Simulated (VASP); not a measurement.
# SrO (I4/mmm) in VASP: a series of runs

Runs on SrO. Level: PBE. Tasks: single point.

Program: VASP 6.6.1. These are calculated values, not measurements. Logs are shortened: lines on timing, memory, paths and dates and some standing lists are left out, and cuts for length are marked.

## 1. The cell of the first run

The structure is tetragonal, space group I4/mmm (No. 139). Conventional cell: a = 3.379 Å, b = 3.379 Å, c = 4.987 Å, α = 90.00°, β = 90.00°, γ = 90.00°. Sr (site symmetry 4/mmm) has 6 O at 2.39 to 2.49 Å within 3.2 Å. Within 3.2 Å of O (site symmetry 4/mmm) lie 6 Sr at 2.39 to 2.49 Å.

## 2. Single point, PBE (strain -0.080 along x and y, -0.040 along z)

INCAR

```
PREC = Accurate
ENCUT = 520
EDIFF = 1E-6
ISMEAR = 0
SIGMA = 0.05
LREAL = False
LASPH = True
NELM = 100
ALGO = Normal
ISIF = 2
LWAVE = False
LCHARG = False
GGA = PE
NBANDS = 15
```

KPOINTS

```
Automatic mesh
0
Gamma
  8 8 8
```

POSCAR

```
SrO
1.0
    0.0000000000      2.3896004178      2.4934960882
    2.3896004178      0.0000000000      2.4934960882
    2.3896004178      2.3896004178      0.0000000000
Sr O
1 1
Direct
    0.0000000000      0.0000000000      0.0000000000
    0.5000000000      0.5000000000      0.5000000000
```

Potentials or basis: VASP PAW PBE potentials, release 64 (Sr_sv, O).

Run with:

```sh
> cat potpaw_PBE.64/Sr_sv/POTCAR potpaw_PBE.64/O/POTCAR > POTCAR
> mpirun -np 1 vasp_std > vasp.out
```

OUTCAR:

```text
PREC = Accurate
   ENCUT = 520
   EDIFF = 1E-6
   ISMEAR = 0
   LREAL = False
   LASPH = True
   NELM = 100
   ISIF = 2
   GGA = PE

 ion  position               nearest neighbor table
   1  0.000  0.000  0.000-   2 2.39   2 2.39   2 2.39   2 2.39   2 2.49   2 2.49
   2  0.500  0.500  0.500-   1 2.39   1 2.39   1 2.39   1 2.39   1 2.49   1 2.49

  LATTYP: Found a body centered tetragonal cell.
 ALAT       =     3.3794053195
 C/A-ratio  =     1.4757011086

  Lattice vectors:

 A1 = (  -2.3896004178,   0.0000000000,   2.4934960882)
 A2 = (   2.3896004178,   0.0000000000,   2.4934960882)
 A3 = (   0.0000000000,   2.3896004178,  -2.4934960882)

Analysis of symmetry for initial positions (statically):
=====================================================================
 Subroutine PRICEL returns:
 Original cell was already a primitive cell.

 Routine SETGRP: Setting up the symmetry group for a
 body centered tetragonal supercell.

 Subroutine GETGRP returns: Found 16 space group operations
 (whereof 16 operations were pure point group operations)
 out of a pool of 16 trial point group operations.

The static configuration has the point symmetry D_4h.

Analysis of symmetry for dynamics (positions and initial velocities):
=====================================================================
 Subroutine PRICEL returns:
 Original cell was already a primitive cell.

 Routine SETGRP: Setting up the symmetry group for a
 body centered tetragonal supercell.

 Subroutine GETGRP returns: Found 16 space group operations
 (whereof 16 operations were pure point group operations)
 out of a pool of 16 trial point group operations.

The dynamic configuration has the point symmetry D_4h.

 Subroutine INISYM returns: Found 16 space group operations
 (whereof 16 operations are pure point group operations),
 and found     1 'primitive' translations

----------------------------------------------------------------------------------------

                                     Primitive cell

  volume of cell :      28.4767

  direct lattice vectors                    reciprocal lattice vectors
     0.000000000  2.389600418  2.493496088    -0.209240004  0.209240004  0.200521670
     2.389600418  0.000000000  2.493496088     0.209240004 -0.209240004  0.200521670
     2.389600418  2.389600418  0.000000000     0.209240004  0.209240004 -0.200521670

  length of vectors
     3.453652110  3.453652110  3.379405320     0.357451673  0.357451673  0.357451673

  position of ions in fractional coordinates (direct lattice)
     0.000000000  0.000000000  0.000000000
     0.500000000  0.500000000  0.500000000

  ion indices of the primitive-cell ions
   primitive index   ion index
                 1           1
                 2           2

----------------------------------------------------------------------------------------

 KPOINTS: Automatic mesh

Automatic generation of k-mesh.
 Grid dimensions read from file:
 generate k-points for:    8    8    8

 Generating k-lattice:

  Cartesian coordinates                     Fractional coordinates (reciprocal lattice)
    -0.026155000  0.026155000  0.025065209     0.125000000  0.000000000  0.000000000
     0.026155000 -0.026155000  0.025065209     0.000000000  0.125000000  0.000000000
     0.026155000  0.026155000 -0.025065209     0.000000000  0.000000000  0.125000000

  Length of vectors
     0.044681459  0.044681459  0.044681459

  Shift w.r.t. Gamma in fractional coordinates (k-lattice)
     0.000000000  0.000000000  0.000000000

 Subroutine IBZKPT returns following result:
 ===========================================

 Found     59 irreducible k-points:

 Following reciprocal coordinates:
            Coordinates               Weight
  0.000000  0.000000  0.000000      1.000000
  0.125000 -0.000000  0.000000      8.000000
  0.250000 -0.000000  0.000000      8.000000
  0.375000 -0.000000  0.000000      8.000000
  0.500000 -0.000000  0.000000      4.000000
  0.125000  0.125000  0.000000      2.000000
[... 16 lines left out ...]
  0.250000  0.000000  0.125000     16.000000
  0.375000 -0.000000  0.125000     16.000000
 [... further k-points ...]
   k-points           NKPTS =     59   k-points in BZ     NKDIM =     59   number of bands    NBANDS=     15
   number of dos      NEDOS =    301   number of ions     NIONS =      2
   total plane-waves  NPLWV =  21952
   dimension x,y,z NGX =    28 NGY =   28 NGZ =   28
   dimension x,y,z NGXF=    56 NGYF=   56 NGZF=   56
   ions per type =               1   1
   NGX,Y,Z   is equivalent  to a cutoff of  13.48, 13.48, 13.77 a.u.
   NGXF,Y,Z  is equivalent  to a cutoff of  26.96, 26.96, 27.55 a.u.
 SYSTEM =  unknown system
   PREC   = accura    normal or accurate (medium, high low for compatibility)
   ISTART =      0    job   : 0-new  1-cont  2-samecut
   ICHARG =      2    charge: 1-file 2-atom 10-const
   ISPIN  =      1    spin polarized calculation?
   LNONCOLLINEAR =      F non collinear calculations
   LSORBIT =      F    spin-orbit coupling
   LASPH  =      T    aspherical Exc in radial PAW
   ENCUT  =  520.0 eV  38.22 Ry    6.18 a.u.   6.42  6.42  6.28*2*pi/ulx,y,z
   NELM   =    100;   NELMIN=  2; NELMDL= -5     # of ELM steps
   EDIFF  = 0.1E-05   stopping-criterion for ELM
   LREAL  =      F    real-space projection
   EDIFFG = 0.1E-04   stopping-criterion for IOM
   NSW    =      0    number of steps for IOM
   IBRION =     -1    ionic relax: 0-MD 1-quasi-New 2-CG
   NFREE  =      0    steps in history (QN), initial steepest desc. (CG)
   ISIF   =      2    stress and relaxation
   ISYM   =      2    0-nonsym 1-usesym 2-fastsym
   POTIM  = 0.5000    time-step for ionic-motion
   TEBEG  =    0.0;   TEEND  =   0.0 temperature during run
   PSTRESS=    0.0 pullay stress
   NELECT =      16.0000    total number of electrons
   NUPDOWN=      -1.0000    fix difference up-down
   EMIN   =  10.00;   EMAX   =-10.00  energy-range for DOS
   EFERMI =   0.00;   METHOD = LEGACY
   ISMEAR =     0;   SIGMA  =   0.05  broadening in eV -4-tet -1-fermi 0-gaus
   EFERMI_NEDOS =   21; number of points for ismear=-14 and -15
   IALGO  =     38    algorithm
   IMIX   =      4    mixing-type and parameters
     AMIX     =   0.40;   BMIX     =  1.00
     AMIX_MAG =   1.60;   BMIX_MAG =  1.00
  volume/ion in A,a.u.               =      14.24        96.09
  Fermi-wavevector in a.u.,A,eV,Ry     =   1.350885  2.552803 24.829143  1.824891
  Thomas-Fermi vector in A             =   2.478353
   LORBIT       =      0    0 simple, 1 ext, 2 COOP (PROOUT), +10 PAW based schemes
   GGA     = PE    functional components
   LHFCALC =     F    Hartree Fock is set to
   AEXX    =    0.0000 exact exchange contribution
   IVDW    =     0    specifies the selected vdW correction
   LEPSILON=     F    determine dielectric tensor
   LRPA    =     F    only Hartree local field effects (RPA)
 non-spin polarized calculation
 Gauss-broadening in eV      SIGMA  =   0.05
  energy-cutoff  :      520.00
  volume of cell :       28.48
 maximum number of plane-waves:       783
 NGX is ok and might be reduce to    28
   NGX = 13   NGY = 13   NGZ = 13

 number of electron      16.0000001 magnetization

 Free energy of the ion-electron system (eV)
  ---------------------------------------------------
  ext. energy  EPLUGINS =         0.00000000
  ---------------------------------------------------
  free energy    TOTEN  =       -11.50562380 eV

  energy without entropy =      -11.50562380  energy(sigma->0) =      -11.50562380

 E-fermi :   3.1448     XC(G=0): -10.8909

 val. band max:        2.8213785822   @ k =   0.5000   0.0000   0.5000
 cond. band min:       5.6312354099   @ k =   0.5000   0.0000   0.5000
 fundamental gap:      2.8098568277
 Fermi energy:         3.1448150447

 k-point     1 :       0.0000    0.0000    0.0000
  band No.  band energies     occupation
      1     -29.2652      2.00000
      2     -12.7048      2.00000
      3     -10.6433      2.00000
      4     -10.6412      2.00000
      5     -10.6412      2.00000
      6       2.4401      2.00000
      7       2.6930      2.00000
      8       2.6930      2.00000
      9       7.9007      0.00000
     10       8.9027      0.00000
     11       9.2954      0.00000
     12       9.2954      0.00000
     13      11.5412      0.00000
     14      12.0925      0.00000
     15      16.1758      0.00000

 k-point     2 :       0.1250   -0.0000    0.0000
  band No.  band energies     occupation
      1     -29.2228      2.00000
      2     -13.1289      2.00000
      3     -10.6712      2.00000
      4     -10.6489      2.00000
      5     -10.3084      2.00000
      6       2.0571      2.00000
      7       2.3116      2.00000
      8       2.3998      2.00000
      9       8.6497      0.00000
     10       8.9772      0.00000
     11       9.4621      0.00000
     12       9.6508      0.00000
     13      12.0831      0.00000
     14      12.6567      0.00000
     15      17.3764      0.00000

 k-point     3 :       0.2500   -0.0000    0.0000
  band No.  band energies     occupation
      1     -29.1181      2.00000
      2     -13.8844      2.00000
      3     -10.7384      2.00000
      4     -10.6668      2.00000
      5      -9.7729      2.00000
      6       1.1404      2.00000
      7       1.7105      2.00000
      8       1.7813      2.00000
      9       9.0590      0.00000
     10      10.2960      0.00000
     11      10.5025      0.00000
     12      10.6292      0.00000
     13      13.4073      0.00000
     14      14.0237      0.00000
     15      19.8916      0.00000
[... 343 lines left out ...]
 k-point    23 :       0.2500    0.0000    0.1250
  band No.  band energies     occupation
      1     -29.1212      2.00000
      2     -13.7243      2.00000
      3     -10.8348      2.00000
      4     -10.7927      2.00000
      5      -9.8222      2.00000
      6       1.0672      2.00000
      7       2.0210      2.00000
      8       2.2885      2.00000
      9       8.0692      0.00000
     10       9.6274      0.00000
     11      10.8172      0.00000
     12      11.0935      0.00000
     13      12.7564      0.00000
     14      14.4260      0.00000
     15      19.8814      0.00000

 k-point    24 :       0.3750   -0.0000    0.1250
  band No.  band energies     occupation
      1     -29.0148      2.00000
      2     -14.2572      2.00000
      3     -10.8959      2.00000
      4     -10.8284      2.00000
      5      -9.6310      2.00000
      6       0.6977      2.00000
      7       1.4554      2.00000
      8       1.7217      2.00000
      9       8.5483      0.00000
     10      10.8687      0.00000
     11      12.1305      0.00000
     12      12.3447      0.00000
     13      14.3367      0.00000
     14      15.5196      0.00000
     15      20.6869      0.00000

 [... further k-points ...]
[... 5 lines left out ...]
  --------------------------------------------------------------------------------------
  -------------------------------------------------------------------------------------
  Total        6.1328112      6.1328112      3.7204726      0.0000000     -0.0000000      0.0000000
  in kB      345.0491149    345.0491149    209.3241970      0.0000000     -0.0000000      0.0000000
  external PRESSURE =     299.8074756 kB  Pullay stress =       0.0000000 kB

 VOLUME and BASIS-vectors are now :
 -----------------------------------------------------------------------------
  energy-cutoff  :      520.00
  volume of cell :       28.48
      direct lattice vectors                 reciprocal lattice vectors
     0.000000000  2.389600418  2.493496088    -0.209240004  0.209240004  0.200521670
     2.389600418  0.000000000  2.493496088     0.209240004 -0.209240004  0.200521670
     2.389600418  2.389600418  0.000000000     0.209240004  0.209240004 -0.200521670

 POSITION                                       TOTAL-FORCE (eV/Angst)
 -----------------------------------------------------------------------------------
      0.00000      0.00000      0.00000         0.000000      0.000000      0.000000
      2.38960      2.38960      2.49350        -0.000000     -0.000000      0.000000
 -----------------------------------------------------------------------------------
    total drift:                                0.000000      0.000000      0.000000

  FREE ENERGIE OF THE ION-ELECTRON SYSTEM (eV)
  ---------------------------------------------------
  free  energy   TOTEN  =       -11.5056238036 eV

  energy  without entropy=      -11.5056238036  energy(sigma->0) =      -11.50562380
```

Wall time 20 s (1 thread of Intel Xeon 6975P-C, shared host); peak memory 0.17 GiB.

What came out:

```yaml
Free_energy: -11.5056 eV
Pressure: 30.0 GPa
Band_gap_on_the_k_mesh: 2.81 eV, direct
```

Caveat: the cell differs from its parent crystal (strain -0.080 along x and y, -0.040 along z).

## 3. Single point, PBE (strain -0.040 along x and y, +0.000 along z)

INCAR

```
  PREC = Accurate
  ENCUT = 520
  EDIFF = 1E-6
  ISMEAR = 0
  SIGMA = 0.05
  LREAL = False
  LASPH = True
  NELM = 100
  ALGO = Normal
  ISIF = 2
  LWAVE = False
  LCHARG = True
  GGA = PE
  LELF = True
  LVHAR = True
  NBANDS = 15
```

KPOINTS is that of step 2.

POSCAR

```
SrO
1.0
    0.0000000000      2.4934960882      2.5973917585
    2.4934960882      0.0000000000      2.5973917585
    2.4934960882      2.4934960882      0.0000000000
Sr O
1 1
Direct
    0.0000000000      0.0000000000      0.0000000000
    0.5000000000      0.5000000000      0.5000000000
```

Potentials or basis: VASP PAW PBE potentials, release 64 (Sr_sv, O).

Run with:

```sh
> cat potpaw_PBE.64/Sr_sv/POTCAR potpaw_PBE.64/O/POTCAR > POTCAR
> mpirun -np 1 vasp_std > vasp.out
```

Wall time 29 s (1 thread of Intel Xeon 6975P-C, shared host); peak memory 0.18 GiB.

The run converged. Its results:

| Property | Result |
| --- | --- |
| Free energy | -11.9559 eV |
| Pressure | 9.5 GPa |
| Band gap on the k mesh | 3.13 eV, indirect (least direct gap 3.16 eV) |

Stress tensor (GPa, compression positive):
```
11.86  0.00  0.00
 0.00 11.86  0.00
 0.00  0.00  4.65
```

Levels at points of the mesh, in eV from the valence-band top:
| k point | band 4 | band 5 | band 6 | band 7 | band 8 | band 9 | band 10 | band 11 | band 12 | band 13 |
| --- | --- | --- | --- | --- | --- | --- | --- | --- | --- | --- |
| (0.00, 0.00, 0.00) | -13.84 | -13.84 | -0.16 | 0.00 | 0.00 | 4.25 | 6.05 | 6.38 | 6.38 | 8.34 |
| (0.50, 0.00, 0.00) | -13.89 | -12.60 | -2.33 | -1.31 | -1.31 | 6.71 | 8.80 | 9.07 | 9.13 | 12.11 |
| (0.50, 0.50, 0.00) | -14.22 | -14.22 | -0.57 | -0.05 | -0.05 | 3.27 | 8.15 | 10.49 | 10.68 | 11.44 |
| (0.50, 0.00, 0.50) | -14.35 | -14.27 | -0.30 | -0.23 | -0.03 | 3.13 | 8.12 | 10.49 | 10.82 | 11.17 |

Caveat: the cell differs from its parent crystal (strain -0.040 along x and y, +0.000 along z). A k mesh can miss the band edges.
